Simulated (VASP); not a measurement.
# MgO (Fm-3m) in VASP: notebook, part 2 of 2

VASP 6.6.1.

**4. Single point, PBE**

This run uses another cell than the first one, of 9.22 Å³/atom, 0.959 times its volume.

Input file INCAR:

```
ALGO = Normal
EDIFF = 1E-6
ENCUT = 600
GGA = PE
GGA_COMPAT = F
ISIF = 2
ISMEAR = 0
LASPH = T
LCHARG = F
LREAL = F
LWAVE = F
NBANDS = 11
NELM = 120
PREC = Accurate
SIGMA = 0.1
```

Input file KPOINTS:

```
k-points
0
Gamma
  8 8 8
```

Input file POSCAR:

```
MgO
1.0
    0.0000000000      2.0970013100      2.0970013100
    2.0970013100      0.0000000000      2.0970013100
    2.0970013100      2.0970013100      0.0000000000
Mg O
1 1
Direct
    0.0000000000      0.0000000000      0.0000000000
    0.5000000000      0.5000000000      0.5000000000
```

Potentials or basis: VASP PAW PBE potentials, release 64 (Mg, O).

Launch:

```console
cat potpaw_PBE.64/Mg/POTCAR potpaw_PBE.64/O/POTCAR > POTCAR
mpirun -np 1 vasp_std > vasp.out
```

OUTCAR:

```text
EDIFF = 1E-6
   ENCUT = 600
   GGA = PE
   ISIF = 2
   ISMEAR = 0
   LASPH = T
   LREAL = F
   NELM = 120
   PREC = Accurate

 ion  position               nearest neighbor table
   1  0.000  0.000  0.000-   2 2.10   2 2.10   2 2.10   2 2.10   2 2.10   2 2.10
   2  0.500  0.500  0.500-   1 2.10   1 2.10   1 2.10   1 2.10   1 2.10   1 2.10

  LATTYP: Found a face centered cubic cell.
 ALAT       =     4.1940026200

  Lattice vectors:

 A1 = (   0.0000000000,   2.0970013100,   2.0970013100)
 A2 = (   2.0970013100,   0.0000000000,   2.0970013100)
 A3 = (   2.0970013100,   2.0970013100,   0.0000000000)

Analysis of symmetry for initial positions (statically):
=====================================================================
 Subroutine PRICEL returns:
 Original cell was already a primitive cell.

 Routine SETGRP: Setting up the symmetry group for a
 face centered cubic supercell.

 Subroutine GETGRP returns: Found 48 space group operations
[... 9 lines left out ...]

 Routine SETGRP: Setting up the symmetry group for a
 face centered cubic supercell.

 Subroutine GETGRP returns: Found 48 space group operations
[... 11 lines left out ...]
                                     Primitive cell

  volume of cell :      18.4428
[... 140 lines left out ...]
 cond. band min:       8.1366824894   @ k =   0.0000   0.0000   0.0000
 fundamental gap:      4.8543163585
 Fermi energy:         3.8324634045

 k-point     1 :       0.0000    0.0000    0.0000
  band No.  band energies     occupation
      1     -14.0467      2.00000
      2       3.2824      2.00000
      3       3.2824      2.00000
      4       3.2824      2.00000
      5       8.1367      0.00000
      6      19.1577      0.00000
      7      19.1577      0.00000
      8      19.1577      0.00000
      9      23.1074      0.00000
     10      24.8979      0.00000
     11      24.8979      0.00000
[... 309 lines left out ...]
 k-point    24 :      -0.3750    0.2500    0.1250
  band No.  band energies     occupation
      1     -12.5767      2.00000
      2      -0.7673      2.00000
      3       1.3198      2.00000
      4       2.2789      2.00000
      5      13.0479      0.00000
      6      15.6061      0.00000
      7      16.9143      0.00000
      8      20.3413      0.00000
      9      23.9640      0.00000
     10      25.5359      0.00000
     11      29.6537      0.00000

 [... further k-points ...]
[... 5 lines left out ...]
  --------------------------------------------------------------------------------------
  -------------------------------------------------------------------------------------
  Total        0.6816298      0.6816298      0.6816298     -0.0000000     -0.0000000      0.0000000
  in kB       59.2151780     59.2151780     59.2151780     -0.0000000     -0.0000000      0.0000000
  external PRESSURE =      59.2151780 kB  Pullay stress =       0.0000000 kB

 VOLUME and BASIS-vectors are now :
 -----------------------------------------------------------------------------
  energy-cutoff  :      600.00
  volume of cell :       18.44
      direct lattice vectors                 reciprocal lattice vectors
     0.000000000  2.097001310  2.097001310    -0.238435712  0.238435712  0.238435712
     2.097001310  0.000000000  2.097001310     0.238435712 -0.238435712  0.238435712
     2.097001310  2.097001310  0.000000000     0.238435712  0.238435712 -0.238435712

 POSITION                                       TOTAL-FORCE (eV/Angst)
 -----------------------------------------------------------------------------------
      0.00000      0.00000      0.00000         0.000000      0.000000      0.000000
      2.09700      2.09700      2.09700        -0.000000     -0.000000      0.000000
 -----------------------------------------------------------------------------------
    total drift:                               -0.000000     -0.000000      0.000000

  FREE ENERGIE OF THE ION-ELECTRON SYSTEM (eV)
  ---------------------------------------------------
  free  energy   TOTEN  =       -11.9010861995 eV

  energy  without entropy=      -11.9010861995  energy(sigma->0) =      -11.90108620
```

OSZICAR:

```text
N       E                     dE             d eps       ncg     rms          rms(c)
DAV:   1     0.207833908554E+02    0.20783E+02   -0.48021E+03   686   0.723E+02
DAV:   2    -0.125796894146E+02   -0.33363E+02   -0.32455E+02   738   0.151E+02
DAV:   3    -0.134598395200E+02   -0.88015E+00   -0.87889E+00   773   0.221E+01
DAV:   4    -0.134620436329E+02   -0.22041E-02   -0.22040E-02   692   0.127E+00
DAV:   5    -0.134620505649E+02   -0.69319E-05   -0.69319E-05   755   0.707E-02    0.723E+00
DAV:   6    -0.119181212211E+02    0.15439E+01   -0.86772E+00   662   0.163E+01    0.221E+00
DAV:   7    -0.119067067478E+02    0.11414E-01   -0.51205E-02   695   0.210E+00    0.134E+00
DAV:   8    -0.119014312538E+02    0.52755E-02   -0.27005E-02   668   0.187E+00    0.231E-01
DAV:   9    -0.119010907688E+02    0.34048E-03   -0.50589E-04   725   0.159E-01    0.131E-01
DAV:  10    -0.119010845516E+02    0.62172E-05   -0.46750E-04   704   0.164E-01    0.857E-03
DAV:  11    -0.119010862976E+02   -0.17460E-05   -0.22835E-06   719   0.131E-02    0.539E-03
DAV:  12    -0.119010861995E+02    0.98088E-07   -0.57439E-07   379   0.604E-03
   1 F= -.11901086E+02 E0= -.11901086E+02  d E =-.238352E-16
```

It took 5.9 s on 1 thread of Intel Xeon Platinum 8259CL at 2.50GHz (Skylake/Cascade Lake), shared host; peak memory 0.14 GiB.

What came out:

```
Free energy            : -11.9011 eV
Pressure               : 5.9 GPa
Band gap on the k mesh : 4.85 eV, direct
```

**5. Overview**

| task | cell | k mesh | cutoff (eV) | smearing | gap on the mesh (eV) | pressure (GPa) |
| --- | --- | --- | --- | --- | --- | --- |
| single point | a = 3.008 Å, angles 60.0°, 2 atoms | 10 × 10 × 10 | 520 | gaussian 0.02 eV | 4.45 | -0.7 |
| relaxation of cell and atoms | relaxed from a = 3.008 Å, angles 60.0°, 2 atoms | 10 × 10 × 10 | 600 | gaussian 0.02 eV | 4.51 | 0.0 |
| single point | a = 2.966 Å, angles 60.0°, 2 atoms | 8 × 8 × 8 | 600 | gaussian 0.1 eV | 4.85 | 5.9 |

Alike in all rows: level PBE; potentials or basis VASP PAW PBE potentials, release 64 (Mg, O); no spin polarisation.

Absolute energies hang on the potentials; compare differences alone.
